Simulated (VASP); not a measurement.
Set up this calculation in VASP 6.6.1, as the native input.

```
Task                   : single point
Functional             : PBE
Potentials or basis    : VASP PAW PBE potentials, release 64 (Cr_pv)
Cutoff                 : 520 eV
k mesh                 : 9 × 9 × 2
Occupations            : gaussian, width 0.1 eV
Spin                   : no spin polarisation
Dipole correction      : no
Further INCAR settings : ALGO = Normal; EDIFF = 1e-07; NBANDS = 32
```

The structure of Cr lies in POSCAR:

```
Cr
1.0
    2.6127777593      0.0000000000      0.0000000000
   -1.3063888796      2.2627319140      0.0000000000
    0.0000000000      0.0000000000      8.2207318052
Cr
4
Direct
    0.3333333333      0.6666666667      0.3773586798
    0.6666666667      0.3333333333      0.8773586798
    0.6666666667      0.3333333333      0.6226413202
    0.3333333333      0.6666666667      0.1226413202
```

This isn't the form of Cr at room conditions, which is bcc.

One way to write it, as run:

INCAR

```
SYSTEM = Cr
  PREC = Accurate
  ENCUT = 520
  EDIFF = 1E-7
  ISMEAR = 0
  SIGMA = 0.1
  LREAL = .FALSE.
  LASPH = .TRUE.
  NELM = 60
  ALGO = Normal
  ISIF = 2
  LWAVE = .FALSE.
  LCHARG = .FALSE.
  GGA = PE
  NBANDS = 32
```

KPOINTS

```
Automatic mesh
0
G
  9 9 2
  0 0 0
```

Potentials or basis: VASP PAW PBE potentials, release 64 (Cr_pv).

Launch:

```bash
$ cat potpaw_PBE.64/Cr_pv/POTCAR > POTCAR
$ mpirun -np 1 vasp_std > vasp.out
```

Results of the run:

The pressure is 0.1 GPa and the largest force is 0.096 eV/Å. The band gap on the k mesh is zero (bands 24 and 25 overlap by 0.74 eV).

Caveat: the k points lie up to 0.38 Å⁻¹ apart, too coarse for converged energies and pressures of a metal; the run has no spin polarisation, though such a crystal can be magnetic.

It took 48 s on 1 thread of Intel(R) Xeon(R) Platinum 8488C (Sapphire Rapids) (shared host), peak memory 0.17 GiB.
